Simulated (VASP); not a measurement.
# Tl: single point with PBEsol

The system is Tl.

```
CELL_PARAMETERS angstrom
3.38651 0.00000 0.00000
-1.69325 2.93280 0.00000
0.00000 0.00000 10.99187
ATOMIC_POSITIONS crystal
Tl 0.00000 0.00000 0.00000
Tl 0.00000 0.00000 0.50000
Tl 0.33333 0.66667 0.25000
Tl 0.66667 0.33333 0.75000
```

This cell differs from its parent crystal: volume scaled by 0.96.

```
Program             : VASP 6.6.1
Task                : single point
Functional          : PBEsol
Potentials or basis : VASP PAW PBE potentials, release 64 (Tl_d)
Cutoff              : 520 eV
k mesh              : 12 × 12 × 4
Occupations         : fermi-dirac, width 0.1 eV
Spin                : no spin polarisation
```

- Pressure: 1.6 GPa
- Band gap on the k mesh: zero (band 26 reaches 10.36 eV, above the bottom of band 27 at 5.67 eV)

Levels at points of the mesh, in eV from the Fermi level:
```tsv
k point	band 23	band 24	band 25	band 26	band 27	band 28	band 29	band 30
(0.00, 0.00, 0.00)	-8.87	-5.21	-3.09	3.30	3.31	8.49	8.49	9.49
(0.50, 0.00, 0.00)	-4.61	-3.93	-2.86	-2.53	-0.27	0.15	1.90	2.98
(0.00, 0.00, 0.50)	-7.02	-7.02	-0.59	-0.59	7.68	7.68	8.78	8.78
(0.50, 0.00, 0.50)	-4.54	-4.54	-1.82	-1.82	-1.19	-1.19	3.63	3.63
```

It took 3.2 min on 1 thread of AMD EPYC 9R45 (Zen 5) (shared host), peak memory 0.29 GiB.

Caveat: the PAW data sets were made with another functional, which shifts forces and pressure a little; spin-orbit coupling is left out, which moves the levels of the heavy elements.
